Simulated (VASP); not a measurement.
AgCl, 2 atoms in the cell. It takes space group I4/mmm (No. 139, tetragonal). The conventional cell has a = 3.922 Å, b = 3.922 Å, c = 5.657 Å, α = 90.00°, β = 90.00°, γ = 90.00°. Within 3.7 Å of Ag (site symmetry 4/mmm) lie 6 Cl at 2.77 to 2.83 Å. Within 3.7 Å of Cl (site symmetry 4/mmm) lie 6 Ag at 2.77 to 2.83 Å.  This cell differs from its parent crystal: strain +0.0200 x Voigt [0, 1, 0, 0, 0, 0].

* Program: VASP 6.6.1
* Task: single point
* Functional: r2SCAN
* Potentials or basis: VASP PAW PBE potentials, release 64 (Ag, Cl)
* Cutoff: 520 eV
* k mesh: 8 × 8 × 8
* Occupations: gaussian, width 0.05 eV
* Spin: no spin polarisation
* Dipole correction: no
* Further INCAR settings: ALGO = Normal; EDIFF = 1e-07; NBANDS = 16

Potentials or basis: VASP PAW PBE potentials, release 64 (Ag, Cl).

Launch:

```bash
$ cat potpaw_PBE.64/Ag/POTCAR potpaw_PBE.64/Cl/POTCAR > POTCAR
$ cp INCAR.step1 INCAR
$ mpirun -np 1 vasp_std > vasp.out
$ cp INCAR.step2 INCAR
$ mpirun -np 1 vasp_std > vasp.out
```

Hardware: 1 thread of Intel Xeon 8259CL, on a shared host.

Question: How long does it take, and how much memory?

Answer: Wall time 6 min on 1 thread of Intel Xeon 8259CL (shared host), peak memory 0.2 GiB. Counts: k points 59.
